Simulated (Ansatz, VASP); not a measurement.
**Two plane-wave programs on AlNi3**

```
Al Ni
1.0
     0.00918    2.80870    2.80147
     2.80352    0.00613    2.80452
     2.81058    2.81882   -0.00094
Al Ni
1 3
Direct
  0.51799 0.47545 0.48120
  0.23471 0.21297 0.23590
  0.05270 0.96234 0.03015
  0.77290 0.72066 0.80167
```

Change from the starting cell: kmesh displaced: [6, 6, 6] Gamma-centred.

Alike in both runs: task single point; functional PBE; k mesh 6 × 6 × 6; occupations gaussian, width 0.1 eV; no spin polarisation.

```csv
,VASP,Ansatz
version,VASP 6.6.1,Ansatz 0.2.0
potentials or method,"VASP PAW PBE potentials, release 64 (Al, Ni), cutoff 520 eV","scalar-relativistic, plane waves, PAW"
valence electrons in the cell,33,57
```

```tsv
	VASP	Ansatz	Ansatz less VASP
gap on the k mesh at the Fermi level (eV)	none	none	-
pressure (GPa)	15.9	15.9	+0.03
traceless stress, the component that is largest in VASP (GPa)	4.84	4.98	+0.143
rms of the force components (eV/Å)	1.704	1.714	+0.0097
```

Atom by atom the forces differ by 0.013 eV/Å (rms over components). A gap of «none» marks a metal or a gap that the smearing closes. With one functional, cell and mesh, what is left measures potentials, basis and numerics. VASP's potentials hold 33 valence electrons a cell and Ansatz's 57, so a difference there can come from the potentials and not from the codes.
